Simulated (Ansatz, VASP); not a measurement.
# One calculation of AlN, two programs

Contents of POSCAR:

```
AlN
1.0
    0.0327735094      2.1849006282      2.1849006282
    2.1849006282      0.0327735094      2.1849006282
    2.2176741376      2.2176741376      0.0000000000
Al N
1 1
Direct
    0.0000000000      0.0000000000      0.0000000000
    0.7500000000      0.7500000000      0.7500000000
```

The input INCAR.step1:

```
SYSTEM = AlN
ALGO = Normal
EDIFF = 1E-4
ENCUT = 520
GGA = PE
ISMEAR = 0
LASPH = .True.
LCHARG = .False.
LREAL = .False.
LWAVE = .True.
NBANDS = 11
NELM = 100
PREC = Accurate
SIGMA = 0.05
```

File INCAR.step2:

```
SYSTEM = AlN
ALGO = Normal
EDIFF = 1E-7
ENCUT = 520
ISIF = 2
ISMEAR = 0
ISTART = 1
LASPH = .True.
LCHARG = .False.
LMIXTAU = .True.
LREAL = .False.
LWAVE = .False.
METAGGA = R2SCAN
NBANDS = 11
NELM = 100
PREC = Accurate
SIGMA = 0.05
```

Contents of KPOINTS:

```
k-points
0
Gamma
  10 10 10
  0 0 0
```

Input for Ansatz:

```yaml
crystal:
  lattice:
    - [0.0327735094, 2.1849006282, 2.1849006282]
    - [2.1849006282, 0.0327735094, 2.1849006282]
    - [2.2176741376, 2.2176741376, 0.0]
  atoms:
    - { symbol: Al, position: [0.0, 0.0, 0.0] }
    - { symbol: "N", position: [0.75, 0.75, 0.75] }
basis:
  ecutwfc: 500
kpoints:
  mp_grid: { grid: [10, 10, 10] }
hamiltonian:
  xc: r2scan
scf:
  occupations: { method: gaussian, width: 0.05 }
output:
  forces: true
  stress: true
  eigenvalues: true
```

Change from the starting cell: strain +0.0300 x Voigt [0, 0, 0, 0, 0, 1], atoms carried along.

Alike in both runs: task single point; functional r2SCAN; k mesh 10 × 10 × 10; occupations gaussian, width 0.05 eV; no spin polarisation.

```csv
,VASP,Ansatz
version,VASP 6.6.1,Ansatz 0.2.0
potentials or method,"VASP PAW PBE potentials, release 64 (Al, N), cutoff 520 eV","scalar-relativistic, plane waves, PAW"
valence electrons in the cell,8,8
```

Ansatz gave:

- gap on the k mesh at the Fermi level (eV): 3.84
- least direct gap on the mesh (eV): 4.74
- pressure (GPa): 0.2
- traceless stress, the component that is largest in VASP (GPa): -7.04
- rms of the force components (eV/Å): 0.149

Estimate VASP's values.

gap on the k mesh at the Fermi level (eV): 3.83; least direct gap on the mesh (eV): 4.78; pressure (GPa): -0.2; traceless stress, the component that is largest in VASP (GPa): -7.12; rms of the force components (eV/Å): 0.152.

VASP's potentials were made for PBE, not for r2SCAN. Atom by atom the forces differ by 0.003 eV/Å (rms over components).
